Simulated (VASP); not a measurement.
A run of VASP 6.6.1 is set up as follows.

File INCAR:

```
PREC = Accurate
ENCUT = 520
EDIFF = 1E-6
ISMEAR = 0
SIGMA = 0.05
LREAL = Auto
LASPH = T
NELM = 80
ALGO = Normal
ISIF = 2
LWAVE = F
LCHARG = F
GGA = PS
NBANDS = 43
```

KPOINTS

```
regular mesh
0
Gamma
  6 6 6
```

POSCAR

```
C
1.0
    0.0000000000      3.5537981836     -3.5537981836
   -3.5537981836      0.0000000000     -3.5537981836
   -3.5537981836      3.5537981836      0.0000000000
C
15
Direct
    0.2500000000      0.7500000000      0.2500000000
    0.7500000000      0.2500000000      0.2500000000
    0.2500000000      0.2500000000      0.2500000000
    0.7500000000      0.7500000000      0.7500000000
    0.2500000000      0.7500000000      0.7500000000
    0.7500000000      0.2500000000      0.7500000000
    0.2500000000      0.2500000000      0.7500000000
    0.8750000000      0.3750000000      0.3750000000
    0.3750000000      0.3750000000      0.3750000000
    0.8146897794      0.8146897794      0.4956204412
    0.3750000000      0.8750000000      0.3750000000
    0.8750000000      0.3750000000      0.8750000000
    0.3750000000      0.3750000000      0.8750000000
    0.8750000000      0.8750000000      0.8750000000
    0.3750000000      0.8750000000      0.8750000000
```

Potentials or basis: VASP PAW PBE potentials, release 64 (C).

The run is started by

```bash
$ cat potpaw_PBE.64/C/POTCAR > POTCAR
$ mpirun -np 1 vasp_std > vasp.out
```

(1) Predict the pressure.

(2) Estimate the largest force.

(3) What does it give for the band gap on the k mesh?

## Answers

(1) 19.3 GPa.

(2) 45.903 eV/Å.

(3) zero (band 30 reaches 10.90 eV, above the bottom of band 31 at 9.37 eV).

Caveat: the cell differs from its parent crystal (atom 10 moved 0.000 of the way to it and +0.525 Å across, host rigid); the PAW data sets were made with another functional, which shifts forces and pressure a little.
